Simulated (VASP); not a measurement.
# CaO: single point with r2SCAN

CaO:

```
CELL_PARAMETERS angstrom
0.00000 2.39755 2.39755
2.34432 0.00000 2.39755
2.34432 2.39755 0.00000
ATOMIC_POSITIONS crystal
Ca 0.00000 0.00000 0.00000
O 0.50000 0.50000 0.50000
```

This cell differs from its parent crystal: uniaxial x strain -2.2%.

```json
{
  "Program": "VASP 6.6.1",
  "Task": "single point",
  "Functional": "r2SCAN",
  "Potentials or basis": "VASP PAW PBE potentials, release 64 (Ca_sv, O_h)",
  "Cutoff": "1480 eV",
  "k mesh": "10 × 10 × 10",
  "Occupations": "gaussian, width 0.01 eV",
  "Spin": "no spin polarisation",
  "Dipole correction": "no",
  "Further INCAR settings": "ALGO = Normal; EDIFF = 1e-06; NBANDS = 15"
}
```

* Pressure: 4.0 GPa
* Band gap on the k mesh: 4.09 eV (least direct gap 4.53 eV)

Stress tensor (GPa, compression positive):
```
7.17 0.00 0.00
0.00 2.36 0.00
0.00 0.00 2.36
```

Levels at points of the mesh, in eV from the valence-band top:
```csv
k point,band 5,band 6,band 7,band 8,band 9,band 10,band 11,band 12
"(0.00, 0.00, 0.00)",-16.57,-0.07,-0.07,0.00,5.62,6.84,6.84,6.99
"(0.50, 0.00, 0.00)",-15.15,-2.72,-1.31,-1.30,7.80,9.16,9.19,9.41
"(0.50, 0.50, 0.00)",-16.36,-1.37,-0.42,-0.36,4.17,8.92,9.79,10.31
"(0.00, 0.50, 0.50)",-16.36,-1.22,-0.45,-0.45,4.09,8.97,9.76,10.41
```

Wall time 11 min on 1 thread of Intel(R) Xeon(R) Platinum 8259CL CPU @ 2.50GHz (Skylake/Cascade Lake) (shared host), peak memory 0.46 GiB.

Caveat: the cell differs from its parent crystal (uniaxial x strain -2.2%); the cell stands under pressure; the PAW data sets were made with another functional, which shifts forces and pressure a little. A k mesh can miss the band edges.
